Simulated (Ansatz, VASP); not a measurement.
## Two plane-wave programs on Al

```
CELL_PARAMETERS angstrom
2.90806 0.00000 0.00000
-1.45403 2.51846 0.00000
0.00000 0.00000 28.39887
ATOMIC_POSITIONS crystal
Al 0.66667 0.33333 0.54033
Al 0.33333 0.66667 0.61692
Al 0.00000 0.00000 0.69277
Al 0.66667 0.33333 0.77022
```

Alike in both runs: task single point; functional LDA; k mesh 15 × 15 × 1; occupations methfessel-paxton of order 1, width 0.1 eV; no spin polarisation.

```csv
,VASP,Ansatz
version,VASP 6.6.1,Ansatz 0.2.0
potentials or method,"VASP PAW LDA potentials, release 64 (Al), cutoff 400 eV","scalar-relativistic, plane waves, PAW"
valence electrons in the cell,12,12
```

|  | VASP | Ansatz | Ansatz less VASP |
| --- | --- | --- | --- |
| gap on the k mesh at the Fermi level (eV) | none | none | - |
| rms of the force components (eV/Å) | 0.086 | 0.084 | -0.0020 |

Ansatz warns that its potentials were made for another functional, while VASP's fit it. LDA's correlation is that of Perdew and Zunger in VASP and of Perdew and Wang (1992) in Ansatz. Atom by atom the forces differ by 0.002 eV/Å (rms over components). A gap of «none» marks a metal or a gap that the smearing closes. Ansatz's warnings: xc potential rough in thin density.
